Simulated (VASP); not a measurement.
# I (C2/m) in VASP: a series of runs

The runs below take I through single point, with PBEsol.

Everything below comes from runs of VASP 6.6.1. Logs are shortened: lines on timing, memory, paths and dates and some standing lists are left out, and cuts for length are marked.

### Step 1. The cell of the first run

It takes space group C2/m (No. 12, monoclinic). The conventional cell has a = 4.986 Å, b = 7.026 Å, c = 2.912 Å, α = 90.00°, β = 123.07°, γ = 90.00°. Within 3.8 Å of I (site symmetry 2/m) lie 2 I at 2.91 Å.

### Step 2. Single point, PBEsol (strained)

INCAR

```
  ALGO = Normal
  EDIFF = 1E-6
  ENCUT = 500
  GGA = PS
  GGA_COMPAT = False
  ISIF = 2
  ISMEAR = 0
  LASPH = True
  LCHARG = True
  LELF = True
  LREAL = False
  LVHAR = True
  LWAVE = False
  NBANDS = 10
  NELM = 120
  PREC = Accurate
  SIGMA = 0.1
```

KPOINTS

```
k-points
0
Gamma
  12 12 18
```

POSCAR

```
I
1.0
    2.4929609424     -3.5129537836      0.0014214741
    2.4929609424      3.5129537836      0.0014214741
   -1.5905601801      0.0000000000      2.4395746859
I
1
Direct
    0.5000000000      0.5000000000      0.5000000000
```

Potentials or basis: VASP PAW PBE potentials, release 64 (I).

On the command line:

```sh
cat potpaw_PBE.64/I/POTCAR > POTCAR
mpirun -np 1 vasp_std > vasp.out
```

OUTCAR:

```text
EDIFF = 1E-6
   ENCUT = 500
   GGA = PS
   ISIF = 2
   ISMEAR = 0
   LASPH = True
   LREAL = False
   NELM = 120
   PREC = Accurate

 ion  position               nearest neighbor table
   1  0.500  0.500  0.500-

  LATTYP: Found a base centered monoclinic cell.
 ALAT       =     4.9859226953
 B/A-ratio  =     1.4091489172
 C/A-ratio  =     0.5841015981
 COS(beta)  =    -0.5456775907

  Lattice vectors:

 A1 = (   2.4929609424,  -3.5129537836,   0.0014214741)
 A2 = (   2.4929609424,   3.5129537836,   0.0014214741)
 A3 = (  -1.5905601801,   0.0000000000,   2.4395746859)

Analysis of symmetry for initial positions (statically):
=====================================================================
 Subroutine PRICEL returns:
 Original cell was already a primitive cell.

 Routine SETGRP: Setting up the symmetry group for a
 base centered monoclinic supercell.

 Subroutine GETGRP returns: Found  4 space group operations
 (whereof  4 operations were pure point group operations)
 out of a pool of  4 trial point group operations.

The static configuration has the point symmetry C_2h.

Analysis of symmetry for dynamics (positions and initial velocities):
=====================================================================
 Subroutine PRICEL returns:
 Original cell was already a primitive cell.

 Routine SETGRP: Setting up the symmetry group for a
 base centered monoclinic supercell.

 Subroutine GETGRP returns: Found  4 space group operations
 (whereof  4 operations were pure point group operations)
 out of a pool of  4 trial point group operations.

The dynamic configuration has the point symmetry C_2h.

 Subroutine INISYM returns: Found  4 space group operations
 (whereof  4 operations are pure point group operations),
 and found     1 'primitive' translations

----------------------------------------------------------------------------------------

                                     Primitive cell

  volume of cell :      42.7458

  direct lattice vectors                    reciprocal lattice vectors
     2.492960942 -3.512953784  0.001421474     0.200490181 -0.142330367  0.130716104
     2.492960942  3.512953784  0.001421474     0.200490181  0.142330367  0.130716104
    -1.590560180  0.000000000  2.439574686    -0.000233640  0.000000000  0.409755187

  length of vectors
     4.307632826  4.307632826  2.912285414     0.278461749  0.278461749  0.409755253

  position of ions in fractional coordinates (direct lattice)
     0.500000000  0.500000000  0.500000000

  ion indices of the primitive-cell ions
   primitive index   ion index
[... 73 lines left out ...]
   EDIFF  = 0.1E-05   stopping-criterion for ELM
   LREAL  =      F    real-space projection
   EDIFFG = 0.1E-04   stopping-criterion for IOM
   NSW    =      0    number of steps for IOM
   IBRION =     -1    ionic relax: 0-MD 1-quasi-New 2-CG
   NFREE  =      0    steps in history (QN), initial steepest desc. (CG)
   ISIF   =      2    stress and relaxation
   ISYM   =      2    0-nonsym 1-usesym 2-fastsym
   POTIM  = 0.5000    time-step for ionic-motion
   TEBEG  =    0.0;   TEEND  =   0.0 temperature during run
   PSTRESS=    0.0 pullay stress
   NELECT =       7.0000    total number of electrons
   NUPDOWN=      -1.0000    fix difference up-down
   EMIN   =  10.00;   EMAX   =-10.00  energy-range for DOS
   EFERMI =   0.00;   METHOD = LEGACY
   ISMEAR =     0;   SIGMA  =   0.10  broadening in eV -4-tet -1-fermi 0-gaus
   EFERMI_NEDOS =   21; number of points for ismear=-14 and -15
   IALGO  =     38    algorithm
   IMIX   =      4    mixing-type and parameters
     AMIX     =   0.40;   BMIX     =  1.00
     AMIX_MAG =   1.60;   BMIX_MAG =  1.00
  volume/ion in A,a.u.               =      42.75       288.46
  Fermi-wavevector in a.u.,A,eV,Ry     =   0.895660  1.692551 10.914679  0.802206
  Thomas-Fermi vector in A             =   2.018020
   LORBIT       =      0    0 simple, 1 ext, 2 COOP (PROOUT), +10 PAW based schemes
   GGA     = PS    functional components
   LHFCALC =     F    Hartree Fock is set to
   AEXX    =    0.0000 exact exchange contribution
   IVDW    =     0    specifies the selected vdW correction
   LEPSILON=     F    determine dielectric tensor
   LRPA    =     F    only Hartree local field effects (RPA)
 non-spin polarized calculation
 Gauss-broadening in eV      SIGMA  =   0.10
  energy-cutoff  :      500.00
  volume of cell :       42.75
 maximum number of plane-waves:      1102
   NGX = 15   NGY = 15   NGZ = 11

 number of electron       6.9999999 magnetization

 Free energy of the ion-electron system (eV)
  ---------------------------------------------------
  ext. energy  EPLUGINS =         0.00000000
  ---------------------------------------------------
  free energy    TOTEN  =        -1.65722020 eV

  energy without entropy =       -1.65176173  energy(sigma->0) =       -1.65449096

 E-fermi :   2.2645     XC(G=0):  -8.1917

 val. band max:        2.2641187701   @ k =  -0.3333   0.0833   0.3889
 cond. band min:       2.2666961834   @ k =  -0.2500  -0.2500   0.3889
 fundamental gap:      0.0025774133
 Fermi energy:         2.2645271652

 k-point     1 :       0.0000    0.0000    0.0000
  band No.  band energies     occupation
      1     -11.0989      2.00000
      2       1.0782      2.00000
      3       1.2198      2.00000
      4       6.2494      0.00000
      5       6.8147      0.00000
      6      10.3966      0.00000
      7      10.7476      0.00000
      8      13.0785      0.00000
      9      13.1575      0.00000
     10      17.8389      0.00000
[... 287 lines left out ...]
 k-point    24 :      -0.4167    0.1667    0.0000
  band No.  band energies     occupation
      1     -10.7988      2.00000
      2      -0.8027      2.00000
      3       0.3580      2.00000
      4       6.1334      0.00000
      5       8.8579      0.00000
      6      10.0203      0.00000
      7      12.6174      0.00000
      8      14.6664      0.00000
      9      18.0364      0.00000
     10      18.3665      0.00000

 [... further k-points ...]
[... 5 lines left out ...]
  --------------------------------------------------------------------------------------
  -------------------------------------------------------------------------------------
  Total       -0.2690517      0.0111905     -0.1378462      0.0000000      0.0000000     -0.1343864
  in kB      -10.0844671      0.4194366     -5.1666830      0.0000000      0.0000000     -5.0370045
  external PRESSURE =      -4.9439045 kB  Pullay stress =       0.0000000 kB

 VOLUME and BASIS-vectors are now :
 -----------------------------------------------------------------------------
  energy-cutoff  :      500.00
  volume of cell :       42.75
      direct lattice vectors                 reciprocal lattice vectors
     2.492960942 -3.512953784  0.001421474     0.200490181 -0.142330367  0.130716104
     2.492960942  3.512953784  0.001421474     0.200490181  0.142330367  0.130716104
    -1.590560180  0.000000000  2.439574686    -0.000233640  0.000000000  0.409755187

 POSITION                                       TOTAL-FORCE (eV/Angst)
 -----------------------------------------------------------------------------------
      1.69768      0.00000      1.22121         0.000000      0.000000      0.000000
 -----------------------------------------------------------------------------------
    total drift:                               -0.000000     -0.000000     -0.000000

  FREE ENERGIE OF THE ION-ELECTRON SYSTEM (eV)
  ---------------------------------------------------
  free  energy   TOTEN  =        -1.6572201958 eV

  energy  without entropy=       -1.6517617320  energy(sigma->0) =       -1.65449096
```

OSZICAR:

```text
N       E                     dE             d eps       ncg     rms          rms(c)
DAV:   1     0.285058738935E+02    0.28506E+02   -0.25252E+03 14208   0.489E+02
DAV:   2    -0.367661501073E+00   -0.28874E+02   -0.28066E+02 17692   0.854E+01
DAV:   3    -0.167936003496E+01   -0.13117E+01   -0.12944E+01 17662   0.221E+01
DAV:   4    -0.169645690085E+01   -0.17097E-01   -0.17095E-01 18192   0.287E+00
DAV:   5    -0.169678411670E+01   -0.32722E-03   -0.32721E-03 17754   0.351E-01    0.482E+00
DAV:   6    -0.166713901786E+01    0.29645E-01   -0.25713E-02 15998   0.740E-01    0.309E+00
DAV:   7    -0.165768420428E+01    0.94548E-02   -0.47260E-02 15748   0.103E+00    0.199E-01
DAV:   8    -0.165721382015E+01    0.47038E-03   -0.36646E-03 15410   0.336E-01    0.523E-02
DAV:   9    -0.165721691344E+01   -0.30933E-05   -0.58823E-05 17774   0.548E-02    0.227E-02
DAV:  10    -0.165721942024E+01   -0.25068E-05   -0.42552E-06 16894   0.120E-02    0.634E-03
DAV:  11    -0.165722019583E+01   -0.77559E-06   -0.11176E-06 16032   0.582E-03
   1 F= -.16572202E+01 E0= -.16544910E+01  d E =-.545846E-02
```

Run time: 95 s. Hardware: 1 thread of AMD EPYC 9R45 (Zen 5), shared host; peak memory 0.35 GiB.

Results:

```
Free energy            : -1.6572 eV
Pressure               : -0.5 GPa
Band gap on the k mesh : zero (an odd number of electrons rules out a gap without spin polarisation)
```

Stress tensor (GPa, compression positive):
```
-1.01  0.00 -0.50
 0.00  0.04  0.00
-0.50  0.00 -0.52
```

Caveat: the cell differs from its parent crystal (strained); the PAW data sets were made with another functional, which shifts forces and pressure a little; spin-orbit coupling is left out, which moves the levels of the heavy elements; an odd number of electrons without spin polarisation forces a metal; a magnetic or distorted state may lie lower.

### Step 3. Single point, PBEsol (strained)

INCAR

```
ALGO = Normal
EDIFF = 1E-6
ENCUT = 500
GGA = PS
GGA_COMPAT = False
ISIF = 2
ISMEAR = 0
LASPH = True
LCHARG = False
LREAL = False
LWAVE = False
NBANDS = 10
NELM = 120
PREC = Accurate
SIGMA = 0.1
```

KPOINTS is that of step 2.

POSCAR

```
I
1.0
    2.5708881823     -3.7679695792      0.0104326044
    2.5708881823      3.7679695792      0.0104326044
   -1.6318681405      0.0000000000      2.2665246491
I
1
Direct
    0.5000000000      0.5000000000      0.5000000000
```

Potentials or basis: VASP PAW PBE potentials, release 64 (I).

On the command line:

```sh
cat potpaw_PBE.64/I/POTCAR > POTCAR
mpirun -np 1 vasp_std > vasp.out
```

Wall time 1.8 min (1 thread of AMD EPYC 9R45 (Zen 5), shared host); peak memory 0.35 GiB.

Results (log left out):

```yaml
Free_energy: -1.6042 eV
Pressure: 2.5 GPa
Band_gap_on_the_k_mesh: zero (an odd number of electrons rules out a gap without spin polarisation)
```

Stress tensor (GPa, compression positive):
```
 2.21  0.00 -5.06
 0.00 -0.42  0.00
-5.06  0.00  5.62
```

Levels at points of the mesh, in eV from the Fermi level:
| k point | band 1 | band 2 | band 3 | band 4 | band 5 | band 6 | band 7 | band 8 |
| --- | --- | --- | --- | --- | --- | --- | --- | --- |
| (0.00, 0.00, 0.00) | -13.78 | -1.77 | -1.69 | 4.03 | 4.89 | 7.50 | 8.05 | 10.43 |
| (0.50, 0.00, 0.00) | -13.51 | -3.74 | -2.23 | 4.85 | 4.91 | 10.31 | 10.88 | 12.44 |
| (0.50, 0.50, 0.00) | -13.55 | -3.66 | -2.08 | 4.72 | 4.94 | 10.09 | 10.47 | 12.35 |
| (0.00, 0.00, 0.50) | -10.29 | -5.72 | -0.78 | -0.08 | 5.08 | 6.04 | 11.66 | 11.71 |
| (0.50, 0.00, 0.50) | -10.46 | -5.89 | -0.16 | 0.55 | 5.80 | 7.89 | 9.70 | 9.87 |
| (0.50, 0.50, 0.50) | -10.32 | -5.75 | -0.75 | 0.10 | 5.13 | 6.43 | 11.29 | 11.50 |

Caveat: the cell differs from its parent crystal (strained); the PAW data sets were made with another functional, which shifts forces and pressure a little; spin-orbit coupling is left out, which moves the levels of the heavy elements; an odd number of electrons without spin polarisation forces a metal; a magnetic or distorted state may lie lower.
